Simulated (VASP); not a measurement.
Runs of VASP 6.6.1 on CaS. Symmetry: Fm-3m, No. 225, cubic system. Conventional cell: a = 5.686 Å, b = 5.686 Å, c = 5.686 Å, α = 90.00°, β = 90.00°, γ = 90.00°. Ca (site symmetry m-3m) has 6 S at 2.84 Å within 3.7 Å. Within 3.7 Å of S (site symmetry m-3m) lie 6 Ca at 2.84 Å. 

```csv
level,cutoff (eV),share of exact exchange,screening parameter,gap on the mesh (eV),pressure (GPa)
r2SCAN50,440,0.5,-,6.04,0.2
PBE-based screened hybrid with 10 % exact exchange,400,0.1,0.20787 1/Å,2.75,0.9
PBE0,400,0.25,-,(a),0.5
PBE-based screened hybrid with 20 % exact exchange,400,0.2,0.20787 1/Å,3.18,0.7
PBE-based global hybrid with 5 % exact exchange,400,0.05,-,2.69,(b)
```

Alike in all rows: task single point; potentials or basis VASP PAW PBE potentials, release 64 (Ca_sv, S); no spin polarisation; cell as given; k mesh 4 × 4 × 4; smearing gaussian 0.05 eV.

**Question.** Fill in the values left out.

**Answer.** (a) 4.13; (b) 1.0.

Caveats: all runs use coarse meshes; the PAW data sets were made with another functional, which shifts forces and pressure a little.

A k mesh can miss the band edges.
